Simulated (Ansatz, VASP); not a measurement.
## Al3GaN4 in VASP and in Ansatz

POSCAR

```
Al3GaN4
1.0
    4.2692001747      0.0000000000      0.0000000000
    0.0000000000      4.2692001747      0.0000000000
    0.0000000000      0.0000000000      4.5322577711
Al Ga N
3 1 4
Direct
    0.5000000000      0.5000000000      0.0000000000
    0.5000000000      0.0000000000      0.5000000000
    0.0000000000      0.5000000000      0.5000000000
    0.0000000000      0.0000000000      0.0000000000
    0.7442149074      0.7442149074      0.2551724219
    0.7442149074      0.2557850926      0.7448275781
    0.2557850926      0.7442149074      0.7448275781
    0.2557850926      0.2557850926      0.2551724219
```

File INCAR.step1:

```
SYSTEM = Al3GaN4
  ALGO = Normal
  EDIFF = 1E-4
  ENCUT = 520
  GGA = PE
  ISMEAR = 0
  LASPH = .TRUE.
  LCHARG = .FALSE.
  LREAL = .FALSE.
  LWAVE = .TRUE.
  NBANDS = 31
  NELM = 60
  PREC = Accurate
  SIGMA = 0.02
```

INCAR.step2

```
SYSTEM = Al3GaN4
  ALGO = Normal
  EDIFF = 1E-6
  ENCUT = 520
  ISIF = 2
  ISMEAR = 0
  ISTART = 1
  LASPH = .TRUE.
  LCHARG = .FALSE.
  LMIXTAU = .TRUE.
  LREAL = .FALSE.
  LWAVE = .FALSE.
  METAGGA = R2SCAN
  NBANDS = 31
  NELM = 60
  PREC = Accurate
  SIGMA = 0.02
```

File KPOINTS:

```
k-points
0
G
  6 6 6
  0 0 0
```

Input for Ansatz:

```yaml
crystal:
  lattice:
    - [4.2692001747, 0.0, 0.0]
    - [0.0, 4.2692001747, 0.0]
    - [0.0, 0.0, 4.5322577711]
  atoms:
    - { symbol: Al, position: [0.5, 0.5, 0.0] }
    - { symbol: Al, position: [0.5, 0.0, 0.5] }
    - { symbol: Al, position: [0.0, 0.5, 0.5] }
    - { symbol: Ga, position: [0.0, 0.0, 0.0] }
    - { symbol: "N", position: [0.7442149074, 0.7442149074, 0.2551724219] }
    - { symbol: "N", position: [0.7442149074, 0.2557850926, 0.7448275781] }
    - { symbol: "N", position: [0.2557850926, 0.7442149074, 0.7448275781] }
    - { symbol: "N", position: [0.2557850926, 0.2557850926, 0.2551724219] }
basis:
  ecutwfc: 500
kpoints:
  mp_grid: { grid: [6, 6, 6] }
  band_path: { path: [VBM, CBM], npoints: 2 }
hamiltonian:
  xc: r2scan
scf:
  occupations: { method: gaussian, width: 0.02 }
output:
  forces: true
  stress: true
  eigenvalues: true
checkpoint:
  read: start.run
  write: ck
  compress: false
  write_wavefunctions: false
  write_every: 100000
```

Alike in both runs: task single point; functional r2SCAN; k mesh 6 × 6 × 6; occupations gaussian, width 0.02 eV; no spin polarisation.

|  | VASP | Ansatz |
| --- | --- | --- |
| version | VASP 6.6.1 | Ansatz 0.2.0 |
| potentials or method | VASP PAW PBE potentials, release 64 (Al, Ga_d, N), cutoff 520 eV | scalar-relativistic, plane waves, PAW |
| valence electrons in the cell | 42 | 42 |

```csv
,VASP,Ansatz,Ansatz less VASP
gap on the k mesh at the Fermi level (eV),3.81,3.82,+0.007
least direct gap on the mesh (eV),3.84,3.85,+0.006
pressure (GPa),6.7,6.7,0.00
"traceless stress, the component that is largest in VASP (GPa)",-6.65,-6.66,-0.011
rms of the force components (eV/Å),0.032,0.000,-0.0323
```

VASP's potentials were made for PBE, not for r2SCAN. Atom by atom the forces differ by 0.032 eV/Å (rms over components).
